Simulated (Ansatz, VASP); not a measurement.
C: VASP beside Ansatz

File INCAR:

```
  PREC = Accurate
  ENCUT = 520
  EDIFF = 1E-6
  ISMEAR = -1
  SIGMA = 0.05
  LREAL = False
  LASPH = True
  NELM = 80
  ALGO = Normal
  ISIF = 2
  LWAVE = False
  LCHARG = True
  GGA = RE
  IVDW = 13
  LELF = True
  LVHAR = True
  NBANDS = 36
```

The input KPOINTS:

```
regular mesh
0
Gamma
  12 12 3
```

The input POSCAR:

```
C
1.0
    2.5221000000      0.0000000000      0.0000000000
   -1.2610500000      2.1842026709      0.0000000000
    0.0000000000      0.0000000000     12.3557000000
C
12
Direct
    0.6666666667      0.3333333333      0.3541700000
    0.3333333333      0.6666666667      0.8541700000
    0.6666666667      0.3333333333      0.1458300000
    0.3333333333      0.6666666667      0.6458300000
    0.6666666667      0.3333333333      0.4791700000
    0.3333333333      0.6666666667      0.9791700000
    0.6666666667      0.3333333333      0.0208300000
    0.3333333333      0.6666666667      0.5208300000
    0.0000000000      0.0000000000      0.8125000000
    0.0000000000      0.0000000000      0.3125000000
    0.0000000000      0.0000000000      0.6875000000
    0.0000000000      0.0000000000      0.1875000000
```

The input input.yaml:

```yaml
crystal:
  lattice:
    - [2.5221, 0.0, 0.0]
    - [-1.26105, 2.1842026709, 0.0]
    - [0.0, 0.0, 12.3557]
  atoms:
    - { symbol: C, position: [0.6666666667, 0.3333333333, 0.35417] }
    - { symbol: C, position: [0.3333333333, 0.6666666667, 0.85417] }
    - { symbol: C, position: [0.6666666667, 0.3333333333, 0.14583] }
    - { symbol: C, position: [0.3333333333, 0.6666666667, 0.64583] }
    - { symbol: C, position: [0.6666666667, 0.3333333333, 0.47917] }
    - { symbol: C, position: [0.3333333333, 0.6666666667, 0.97917] }
    - { symbol: C, position: [0.6666666667, 0.3333333333, 0.02083] }
    - { symbol: C, position: [0.3333333333, 0.6666666667, 0.52083] }
    - { symbol: C, position: [0.0, 0.0, 0.8125] }
    - { symbol: C, position: [0.0, 0.0, 0.3125] }
    - { symbol: C, position: [0.0, 0.0, 0.6875] }
    - { symbol: C, position: [0.0, 0.0, 0.1875] }
hamiltonian:
  xc: revpbe
  pseudopotentials: { kind: paw }
  dispersion: d4
kpoints:
  mp_grid: { grid: [12, 12, 3] }
scf:
  occupations: { method: fermi_dirac, width: 0.05 }
output:
  forces: true
  stress: true
  eigenvalues: true
```

Alike in both runs: task single point; functional revPBE; dispersion D4; k mesh 12 × 12 × 3; occupations fermi-dirac, width 0.05 eV; no spin polarisation.

```csv
,VASP,Ansatz
version,VASP 6.6.1,Ansatz 0.2.0
potentials or method,"VASP PAW PBE potentials, release 64 (C)",Ansatz PAW
plane-wave cutoff (eV),520,420
valence electrons in the cell,48,48
```

VASP gave:

* gap on the k mesh at the Fermi level (eV): 4.37
* least direct gap on the mesh (eV): 5.30
* pressure (GPa): -5.6
* traceless stress, the component that is largest in VASP (GPa): 5.47
* rms of the force components (eV/Å): 0.152

**Question.** What did Ansatz give for the same quantities?

**Answer.** gap on the k mesh at the Fermi level (eV): 4.38; least direct gap on the mesh (eV): 5.31; pressure (GPa): -6.2; traceless stress, the component that is largest in VASP (GPa): 5.47; rms of the force components (eV/Å): 0.152.

VASP's potentials were made for PBE, not for revPBE. Atom by atom the forces differ by 0.003 eV/Å (rms over components).

Noted on Ansatz's run: odd divisions of the mesh miss points on the zone boundary, where band edges often lie, so the gap on the mesh can be too wide.
